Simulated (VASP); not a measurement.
# BP (F-43m) in VASP: further runs, part 2 of 2

VASP 6.6.1. The steps go on from the part before.

**4. Electric field gradients, PBE**

This run uses another cell than the first one, of 11.68 Å³/atom, 1.053 times its volume.

Contents of INCAR:

```
PREC     = Accurate       # precision mode
ENCUT    = 520            # plane-wave cutoff, eV
EDIFF    = 1E-8           # SCF threshold, eV
ISMEAR   = -1             # smearing method
SIGMA    = 0.08           # smearing width, eV
LREAL    = False          # projectors in reciprocal space
LASPH    = True           # aspherical terms in the spheres
NELM     = 60             # most SCF steps
ALGO     = Normal         # electronic algorithm
ISIF     = 2              # what is computed and relaxed
LWAVE    = False          # write WAVECAR
LCHARG   = False          # write CHGCAR
GGA      = PE             # functional
LEFG     = True         
NBANDS   = 11             # bands
```

Contents of KPOINTS:

```
regular mesh
0
Gamma
  12 12 12
```

Contents of POSCAR:

```
BP
1.0
    0.0000000000      2.2690000000      2.2690000000
    2.2690000000      0.0000000000      2.2690000000
    2.2690000000      2.2690000000      0.0000000000
B P
1 1
Direct
    0.0000000000      0.0000000000      0.0000000000
    0.7500000000      0.7500000000      0.7500000000
```

Potentials or basis: VASP PAW PBE potentials, release 64 (B, P).

Run with:

```console
$ cat potpaw_PBE.64/B/POTCAR potpaw_PBE.64/P/POTCAR > POTCAR
$ mpirun -np 1 vasp_std > vasp.out
```

OUTCAR:

```text
PREC = Accurate
   ENCUT = 520
   EDIFF = 1E-8
   ISMEAR = -1
   LREAL = False
   LASPH = True
   NELM = 60
   ISIF = 2
   GGA = PE

 ion  position               nearest neighbor table
   1  0.000  0.000  0.000-   2 1.97   2 1.97   2 1.97   2 1.97
   2  0.750  0.750  0.750-   1 1.97   1 1.97   1 1.97   1 1.97

  LATTYP: Found a face centered cubic cell.
 ALAT       =     4.5380000000

  Lattice vectors:

 A1 = (   0.0000000000,   2.2690000000,   2.2690000000)
 A2 = (   2.2690000000,   0.0000000000,   2.2690000000)
[... 546 lines left out ...]
  FREE ENERGIE OF THE ION-ELECTRON SYSTEM (eV)
  ---------------------------------------------------
  free  energy   TOTEN  =       -12.9307548126 eV

  energy  without entropy=      -12.9307493533  energy(sigma->0) =      -12.93075208

 Electric field gradients (V/A^2)
---------------------------------------------------------------------
 ion       V_xx      V_yy      V_zz      V_xy      V_xz      V_yz
---------------------------------------------------------------------
   1       0.000    -0.000    -0.000     0.000     0.000     0.000
   2      -0.000     0.000     0.000    -0.000    -0.000    -0.000
---------------------------------------------------------------------

 Electric field gradients after diagonalization (V/A^2)
 (convention: |V_zz| > |V_xx| > |V_yy|)
----------------------------------------------------------------------
 ion       V_xx      V_yy      V_zz     asymmetry (V_yy - V_xx)/ V_zz
----------------------------------------------------------------------
   1      -0.000    -0.000     0.000       0.000
   2       0.000     0.000    -0.000       0.000
----------------------------------------------------------------------

           NMR quadrupolar parameters

 Cq : quadrupolar parameter    Cq=e*Q*V_zz/h
 eta: asymmetry parameters     (V_yy - V_xx)/ V_zz
 Q  : nuclear electric quadrupole moment in mb (millibarn)
----------------------------------------------------------------------
 ion       Cq(MHz)       eta       Q (mb)
----------------------------------------------------------------------
   1       0.000       0.000       1.000
   2      -0.000       0.000       1.000
----------------------------------------------------------------------
```

OSZICAR:

```text
N       E                     dE             d eps       ncg     rms          rms(c)
DAV:   1     0.847195187823E+01    0.84720E+01   -0.39955E+03  1592   0.660E+02
DAV:   2    -0.130563295284E+02   -0.21528E+02   -0.20531E+02  2121   0.107E+02
DAV:   3    -0.136358218732E+02   -0.57949E+00   -0.57791E+00  2016   0.155E+01
DAV:   4    -0.136381581172E+02   -0.23362E-02   -0.23360E-02  1830   0.112E+00
DAV:   5    -0.136381700466E+02   -0.11929E-04   -0.11929E-04  1933   0.823E-02    0.721E+00
DAV:   6    -0.130288366566E+02    0.60933E+00   -0.13903E+00  1788   0.510E+00    0.388E+00
DAV:   7    -0.129380418123E+02    0.90795E-01   -0.23303E-01  1969   0.240E+00    0.133E+00
DAV:   8    -0.129302252023E+02    0.78166E-02   -0.26539E-02  1858   0.929E-01    0.194E-01
DAV:   9    -0.129305478781E+02   -0.32268E-03   -0.70788E-04  1859   0.180E-01    0.123E-01
DAV:  10    -0.129307433967E+02   -0.19552E-03   -0.24758E-04  1790   0.988E-02    0.283E-02
DAV:  11    -0.129307538764E+02   -0.10480E-04   -0.11221E-05  2008   0.222E-02    0.332E-02
DAV:  12    -0.129307548728E+02   -0.99638E-06   -0.45741E-06  1776   0.105E-02    0.140E-02
DAV:  13    -0.129307547520E+02    0.12079E-06   -0.12575E-07  1920   0.230E-03    0.592E-03
DAV:  14    -0.129307548206E+02   -0.68649E-07   -0.38305E-08  1829   0.104E-03    0.222E-04
DAV:  15    -0.129307548126E+02    0.80489E-08   -0.21796E-09   963   0.312E-04
   1 F= -.12930755E+02 E0= -.12930752E+02  d E =-.545930E-05
```

stdout:

```text
POSCAR found type information on POSCAR B P
 POSCAR found :  2 types and       2 ions
 scaLAPACK will be used
 LDA part: xc-table for (Slater+PW92), standard interpolation
 POSCAR, INCAR and KPOINTS ok, starting setup
 FFT: planning ... GRIDC
 FFT: planning ... GRID_SOFT
 FFT: planning ... GRID
 WAVECAR not read
 entering main loop
ion   1

ion   2
```

Wall time 32 s (1 thread of AMD EPYC 7R13, shared host); peak memory 0.11 GiB.

What came out:

| Quantity | Value |
| --- | --- |
| Free energy | -12.9308 eV |
| Pressure | 0.9 GPa |
| Band gap on the k mesh | 1.24 eV, indirect (least direct gap 3.40 eV) |

Caveat: without QUAD_EFG the Cq values of the log hold for a quadrupole moment of 1 mb, not for the nuclei.

**5. Electric field gradients, PBE (volume scaled by 0.975)**

Contents of INCAR:

```
ALGO = Normal
EDIFF = 1E-8
ENCUT = 520
GGA = PE
ISIF = 2
ISMEAR = -1
LASPH = True
LCHARG = False
LEFG = True
LREAL = False
LWAVE = False
NBANDS = 11
NELM = 80
PREC = Accurate
SIGMA = 0.08
```

Contents of KPOINTS:

```
k-points
0
Gamma
  12 12 12
```

Contents of POSCAR:

```
BP
1.0
    0.0000000000      2.2499318716      2.2499318716
    2.2499318716      0.0000000000      2.2499318716
    2.2499318716      2.2499318716      0.0000000000
B P
1 1
Direct
    0.0000000000      0.0000000000      0.0000000000
    0.7500000000      0.7500000000      0.7500000000
```

Potentials or basis: VASP PAW PBE potentials, release 64 (B, P).

Run with:

```console
$ cat potpaw_PBE.64/B/POTCAR potpaw_PBE.64/P/POTCAR > POTCAR
$ mpirun -np 1 vasp_std > vasp.out
```

OUTCAR:

```text
EDIFF = 1E-8
   ENCUT = 520
   GGA = PE
   ISIF = 2
   ISMEAR = -1
   LASPH = True
   LREAL = False
   NELM = 80
   PREC = Accurate

 ion  position               nearest neighbor table
   1  0.000  0.000  0.000-   2 1.95   2 1.95   2 1.95   2 1.95
   2  0.750  0.750  0.750-   1 1.95   1 1.95   1 1.95   1 1.95

  LATTYP: Found a face centered cubic cell.
 ALAT       =     4.4998637432

  Lattice vectors:

 A1 = (   0.0000000000,   2.2499318716,   2.2499318716)
 A2 = (   2.2499318716,   0.0000000000,   2.2499318716)
 A3 = (   2.2499318716,   2.2499318716,   0.0000000000)

Analysis of symmetry for initial positions (statically):
=====================================================================
 Subroutine PRICEL returns:
 Original cell was already a primitive cell.

 Routine SETGRP: Setting up the symmetry group for a
 face centered cubic supercell.

 Subroutine GETGRP returns: Found 24 space group operations
 (whereof 24 operations were pure point group operations)
 out of a pool of 48 trial point group operations.

The static configuration has the point symmetry T_d .

Analysis of symmetry for dynamics (positions and initial velocities):
=====================================================================
 Subroutine PRICEL returns:
 Original cell was already a primitive cell.

 Routine SETGRP: Setting up the symmetry group for a
 face centered cubic supercell.

 Subroutine GETGRP returns: Found 24 space group operations
 (whereof 24 operations were pure point group operations)
 out of a pool of 48 trial point group operations.

The dynamic configuration has the point symmetry T_d .

 Subroutine INISYM returns: Found 24 space group operations
[... 160 lines left out ...]
      8      15.4976      0.00000
      9      19.4215      0.00000
     10      19.9364      0.00000
     11      19.9364      0.00000
[... 309 lines left out ...]
 k-point    24 :      -0.4167    0.1667    0.0000
  band No.  band energies     occupation
      1      -4.1987      2.00000
      2      -1.0077      2.00000
      3       3.7616      2.00000
      4       5.3719      2.00000
      5      11.3028      0.00000
      6      13.9119      0.00000
      7      14.1799      0.00000
      8      18.3132      0.00000
      9      19.8499      0.00000
     10      20.6665      0.00000
     11      24.0528      0.00000

 [... further k-points ...]
[... 5 lines left out ...]
  --------------------------------------------------------------------------------------
  -------------------------------------------------------------------------------------
  Total        0.7520753      0.7520753      0.7520753     -0.0000000      0.0000000      0.0000000
  in kB       52.8973392     52.8973392     52.8973392     -0.0000000      0.0000000      0.0000000
  external PRESSURE =      52.8973392 kB  Pullay stress =       0.0000000 kB

 VOLUME and BASIS-vectors are now :
 -----------------------------------------------------------------------------
  energy-cutoff  :      520.00
  volume of cell :       22.78
      direct lattice vectors                 reciprocal lattice vectors
     0.000000000  2.249931872  2.249931872    -0.222228951  0.222228951  0.222228951
     2.249931872  0.000000000  2.249931872     0.222228951 -0.222228951  0.222228951
     2.249931872  2.249931872  0.000000000     0.222228951  0.222228951 -0.222228951

 POSITION                                       TOTAL-FORCE (eV/Angst)
 -----------------------------------------------------------------------------------
      0.00000      0.00000      0.00000        -0.000000     -0.000000     -0.000000
      3.37490      3.37490      3.37490         0.000000      0.000000      0.000000
 -----------------------------------------------------------------------------------
    total drift:                               -0.000000     -0.000000     -0.000000

  FREE ENERGIE OF THE ION-ELECTRON SYSTEM (eV)
  ---------------------------------------------------
  free  energy   TOTEN  =       -12.9193589432 eV

  energy  without entropy=      -12.9193522698  energy(sigma->0) =      -12.91935561

 Electric field gradients (V/A^2)
---------------------------------------------------------------------
 ion       V_xx      V_yy      V_zz      V_xy      V_xz      V_yz
---------------------------------------------------------------------
   1       0.000     0.000     0.000     0.000     0.000     0.000
   2       0.000     0.000    -0.000    -0.000    -0.000    -0.000
---------------------------------------------------------------------

 Electric field gradients after diagonalization (V/A^2)
 (convention: |V_zz| > |V_xx| > |V_yy|)
----------------------------------------------------------------------
 ion       V_xx      V_yy      V_zz     asymmetry (V_yy - V_xx)/ V_zz
----------------------------------------------------------------------
   1      -0.000    -0.000     0.000       0.000
   2       0.000     0.000    -0.000       0.000
----------------------------------------------------------------------

           NMR quadrupolar parameters

 Cq : quadrupolar parameter    Cq=e*Q*V_zz/h
 eta: asymmetry parameters     (V_yy - V_xx)/ V_zz
 Q  : nuclear electric quadrupole moment in mb (millibarn)
----------------------------------------------------------------------
 ion       Cq(MHz)       eta       Q (mb)
----------------------------------------------------------------------
   1       0.000       0.000       1.000
   2      -0.000       0.000       1.000
----------------------------------------------------------------------
```

OSZICAR:

```text
N       E                     dE             d eps       ncg     rms          rms(c)
DAV:   1     0.949605052799E+01    0.94961E+01   -0.39331E+03  1592   0.655E+02
DAV:   2    -0.130791078290E+02   -0.22575E+02   -0.21400E+02  2116   0.111E+02
DAV:   3    -0.136796406465E+02   -0.60053E+00   -0.59935E+00  1997   0.159E+01
DAV:   4    -0.136818982518E+02   -0.22576E-02   -0.22574E-02  1806   0.116E+00
DAV:   5    -0.136819096447E+02   -0.11393E-04   -0.11393E-04  1992   0.832E-02    0.748E+00
DAV:   6    -0.130256982705E+02    0.65621E+00   -0.14605E+00  1794   0.531E+00    0.402E+00
DAV:   7    -0.129269348699E+02    0.98763E-01   -0.25958E-01  1978   0.253E+00    0.136E+00
DAV:   8    -0.129188396660E+02    0.80952E-02   -0.27632E-02  1849   0.956E-01    0.202E-01
DAV:   9    -0.129191544472E+02   -0.31478E-03   -0.71054E-04  1853   0.182E-01    0.132E-01
DAV:  10    -0.129193474232E+02   -0.19298E-03   -0.24326E-04  1781   0.982E-02    0.290E-02
DAV:  11    -0.129193580950E+02   -0.10672E-04   -0.11907E-05  2006   0.226E-02    0.356E-02
DAV:  12    -0.129193590089E+02   -0.91392E-06   -0.47948E-06  1782   0.107E-02    0.158E-02
DAV:  13    -0.129193588818E+02    0.12707E-06   -0.13883E-07  1923   0.240E-03    0.656E-03
DAV:  14    -0.129193589467E+02   -0.64817E-07   -0.41582E-08  1818   0.107E-03    0.301E-04
DAV:  15    -0.129193589432E+02    0.34706E-08   -0.21987E-09   984   0.313E-04
   1 F= -.12919359E+02 E0= -.12919356E+02  d E =-.667340E-05
```

Run time: 33 s. Hardware: 1 thread of AMD EPYC 7R13, shared host; peak memory 0.11 GiB.

What came out:

* Free energy: -12.9194 eV
* Pressure: 5.3 GPa
* Band gap on the k mesh: 1.20 eV, indirect (least direct gap 3.44 eV)

Caveat: the cell differs from its parent crystal (volume scaled by 0.975); without QUAD_EFG the Cq values of the log hold for a quadrupole moment of 1 mb, not for the nuclei. A k mesh can miss the band edges.

**6. Electric field gradients, PBE (volume scaled by 1.025)**

Contents of INCAR:

```
  ALGO = Normal
  EDIFF = 1E-8
  ENCUT = 520
  GGA = PE
  ISIF = 2
  ISMEAR = -1
  LASPH = True
  LCHARG = False
  LEFG = True
  LREAL = False
  LWAVE = False
  NBANDS = 11
  NELM = 80
  PREC = Accurate
  SIGMA = 0.08
```

KPOINTS is that of step 5.

Contents of POSCAR:

```
BP
1.0
    0.0000000000      2.2877529165      2.2877529165
    2.2877529165      0.0000000000      2.2877529165
    2.2877529165      2.2877529165      0.0000000000
B P
1 1
Direct
    0.0000000000      0.0000000000      0.0000000000
    0.7500000000      0.7500000000      0.7500000000
```

Potentials or basis: VASP PAW PBE potentials, release 64 (B, P).

Run with:

```console
$ cat potpaw_PBE.64/B/POTCAR potpaw_PBE.64/P/POTCAR > POTCAR
$ mpirun -np 1 vasp_std > vasp.out
```

OUTCAR:

```text
EDIFF = 1E-8
   ENCUT = 520
   GGA = PE
   ISIF = 2
   ISMEAR = -1
   LASPH = True
   LREAL = False
   NELM = 80
   PREC = Accurate

 ion  position               nearest neighbor table
   1  0.000  0.000  0.000-   2 1.98   2 1.98   2 1.98   2 1.98
   2  0.750  0.750  0.750-   1 1.98   1 1.98   1 1.98   1 1.98

  LATTYP: Found a face centered cubic cell.
 ALAT       =     4.5755058330

  Lattice vectors:

 A1 = (   0.0000000000,   2.2877529165,   2.2877529165)
 A2 = (   2.2877529165,   0.0000000000,   2.2877529165)
 A3 = (   2.2877529165,   2.2877529165,   0.0000000000)

Analysis of symmetry for initial positions (statically):
=====================================================================
 Subroutine PRICEL returns:
 Original cell was already a primitive cell.

 Routine SETGRP: Setting up the symmetry group for a
 face centered cubic supercell.

 Subroutine GETGRP returns: Found 24 space group operations
[... 522 lines left out ...]
  volume of cell :       23.95
      direct lattice vectors                 reciprocal lattice vectors
     0.000000000  2.287752917  2.287752917    -0.218555071  0.218555071  0.218555071
     2.287752917  0.000000000  2.287752917     0.218555071 -0.218555071  0.218555071
     2.287752917  2.287752917  0.000000000     0.218555071  0.218555071 -0.218555071

 POSITION                                       TOTAL-FORCE (eV/Angst)
 -----------------------------------------------------------------------------------
      0.00000      0.00000      0.00000         0.000000      0.000000     -0.000000
      3.43163      3.43163      3.43163        -0.000000     -0.000000      0.000000
 -----------------------------------------------------------------------------------
    total drift:                               -0.000000     -0.000000     -0.000000

  FREE ENERGIE OF THE ION-ELECTRON SYSTEM (eV)
  ---------------------------------------------------
  free  energy   TOTEN  =       -12.9270368441 eV

  energy  without entropy=      -12.9270323212  energy(sigma->0) =      -12.92703458

 Electric field gradients (V/A^2)
---------------------------------------------------------------------
 ion       V_xx      V_yy      V_zz      V_xy      V_xz      V_yz
---------------------------------------------------------------------
   1      -0.000     0.000     0.000     0.000     0.000     0.000
   2      -0.000     0.000    -0.000    -0.000    -0.000    -0.000
---------------------------------------------------------------------

 Electric field gradients after diagonalization (V/A^2)
 (convention: |V_zz| > |V_xx| > |V_yy|)
----------------------------------------------------------------------
 ion       V_xx      V_yy      V_zz     asymmetry (V_yy - V_xx)/ V_zz
----------------------------------------------------------------------
   1      -0.000    -0.000     0.000       0.000
   2       0.000     0.000    -0.000       0.000
----------------------------------------------------------------------

           NMR quadrupolar parameters

 Cq : quadrupolar parameter    Cq=e*Q*V_zz/h
 eta: asymmetry parameters     (V_yy - V_xx)/ V_zz
 Q  : nuclear electric quadrupole moment in mb (millibarn)
----------------------------------------------------------------------
 ion       Cq(MHz)       eta       Q (mb)
----------------------------------------------------------------------
   1       0.000       0.000       1.000
   2      -0.000       0.000       1.000
----------------------------------------------------------------------
```

OSZICAR:

```text
N       E                     dE             d eps       ncg     rms          rms(c)
DAV:   1     0.879819194510E+01    0.87982E+01   -0.39098E+03  1592   0.652E+02
DAV:   2    -0.129834373126E+02   -0.21782E+02   -0.20724E+02  2142   0.108E+02
DAV:   3    -0.135807187727E+02   -0.59728E+00   -0.59546E+00  2045   0.155E+01
DAV:   4    -0.135829979077E+02   -0.22791E-02   -0.22789E-02  1832   0.110E+00
DAV:   5    -0.135830100870E+02   -0.12179E-04   -0.12180E-04  1931   0.802E-02    0.695E+00
DAV:   6    -0.130174384829E+02    0.56557E+00   -0.13215E+00  1794   0.490E+00    0.375E+00
DAV:   7    -0.129340336659E+02    0.83405E-01   -0.21013E-01  1972   0.228E+00    0.130E+00
DAV:   8    -0.129265010930E+02    0.75326E-02   -0.25618E-02  1864   0.906E-01    0.185E-01
DAV:   9    -0.129268277049E+02   -0.32661E-03   -0.71433E-04  1856   0.178E-01    0.114E-01
DAV:  10    -0.129270252709E+02   -0.19757E-03   -0.25081E-04  1790   0.991E-02    0.276E-02
DAV:  11    -0.129270358422E+02   -0.10571E-04   -0.11133E-05  2003   0.221E-02    0.312E-02
DAV:  12    -0.129270369099E+02   -0.10677E-05   -0.45397E-06  1779   0.105E-02    0.125E-02
DAV:  13    -0.129270367864E+02    0.12347E-06   -0.11893E-07  1896   0.226E-03    0.535E-03
DAV:  14    -0.129270368571E+02   -0.70715E-07   -0.36018E-08  1838   0.103E-03    0.209E-04
DAV:  15    -0.129270368431E+02    0.13998E-07   -0.23054E-09   963   0.317E-04    0.779E-04
DAV:  16    -0.129270368441E+02   -0.98964E-09   -0.55301E-10   852   0.121E-04
   1 F= -.12927037E+02 E0= -.12927035E+02  d E =-.452289E-05
```

stdout:

```text
POSCAR found type information on POSCAR B P
 POSCAR found :  2 types and       2 ions
 scaLAPACK will be used
 LDA part: xc-table for (Slater+PW92), standard interpolation
 POSCAR, INCAR and KPOINTS ok, starting setup
 FFT: planning ... GRIDC
 FFT: planning ... GRID_SOFT
 FFT: planning ... GRID
 WAVECAR not read
 entering main loop
ion   1

ion   2
```

Wall time 42 s (1 thread of AMD EPYC 7R13, shared host); peak memory 0.11 GiB.

What came out:

```
Free energy            : -12.9270 eV
Pressure               : -3.0 GPa
Band gap on the k mesh : 1.27 eV, indirect (least direct gap 3.37 eV)
```

Caveat: the cell differs from its parent crystal (volume scaled by 1.025); without QUAD_EFG the Cq values of the log hold for a quadrupole moment of 1 mb, not for the nuclei.

**7. Overview**

| cell | gap on the mesh (eV) | pressure (GPa) |
| --- | --- | --- |
| a = 3.154 Å, angles 60.0°, 2 atoms | 1.16 | 10.2 |
| a = 3.209 Å, angles 60.0°, 2 atoms | 1.24 | 0.9 |
| a = 3.182 Å, angles 60.0°, 2 atoms | 1.20 | 5.3 |
| a = 3.235 Å, angles 60.0°, 2 atoms | 1.27 | -3.0 |

Alike in all rows: task electric field gradients; level PBE; potentials or basis VASP PAW PBE potentials, release 64 (B, P); no spin polarisation; k mesh 12 × 12 × 12; cutoff (eV) 520; smearing fermi-dirac 0.08 eV.

Total energies depend on the potentials used, so only differences within one code and one set of settings carry meaning.
